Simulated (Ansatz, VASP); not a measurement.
**Hf in VASP and in Ansatz**

INCAR

```
ALGO = Normal
EDIFF = 1E-7
ENCUT = 520
GGA = PS
ISIF = 2
ISMEAR = -1
LASPH = T
LCHARG = F
LREAL = F
LWAVE = F
NBANDS = 22
NELM = 80
PREC = Accurate
SIGMA = 0.1
```

The input KPOINTS:

```
k-points
0
Gamma
  8 8 12
```

Contents of POSCAR:

```
Hf
1.0
    5.0475697323      0.0000000000      0.0000000000
   -2.5237848661      4.3713236156      0.0000000000
    0.0000000000      0.0000000000      3.1409300410
Hf
3
Direct
    0.0000000000      0.0000000000      0.0000000000
    0.3333333333      0.6666666667      0.5000000000
    0.6666666667      0.3333333333      0.5000000000
```

Input for Ansatz:

```yaml
crystal:
  lattice:
    - [5.0475697323, 0.0, 0.0]
    - [-2.5237848661, 4.3713236156, 0.0]
    - [0.0, 0.0, 3.140930041]
  atoms:
    - { symbol: Hf, position: [0.0, 0.0, 0.0] }
    - { symbol: Hf, position: [0.3333333333, 0.6666666667, 0.5] }
    - { symbol: Hf, position: [0.6666666667, 0.3333333333, 0.5] }
hamiltonian:
  xc: pbesol
  pseudopotentials:
    kind: paw
    azcp:
      Hf: "pseudopotentials/Hf.paw.azcp"
basis:
  ecutwfc: 420
  fft_grid_basis: typed
kpoints:
  mp_grid: { grid: [8, 8, 12], shift: [0, 0, 0] }
magnetization:
  spin_polarized: false
scf:
  occupations: { method: fermi_dirac, width: 0.1 }
  lower_state_search: "off"
output:
  stress: true
```

Alike in both runs: task single point; functional PBEsol; k mesh 8 × 8 × 12; occupations fermi-dirac, width 0.1 eV; no spin polarisation.

```csv
,VASP,Ansatz
version,VASP 6.6.1,Ansatz 0.2.0
potentials or method,"VASP PAW PBE potentials, release 64 (Hf_pv), cutoff 520 eV","plane waves (420 eV) with PAW, scalar-relativistic"
valence electrons in the cell,30,78
```

VASP gave:

```
pressure (GPa)                                                : -7.9
traceless stress, the component that is largest in VASP (GPa) : 0.09
```

Question: Estimate Ansatz's values.

Answer: Pressure (GPa): -7.6; traceless stress, the component that is largest in VASP (GPa): 0.01.

VASP's potentials were made for PBE, not for PBEsol, and Ansatz warns of the same on its side. With one functional, cell and mesh, what is left measures potentials, basis and numerics. VASP's potentials hold 30 valence electrons a cell and Ansatz's 78, so a difference there can come from the potentials and not from the codes.

Spin-orbit coupling is off throughout.
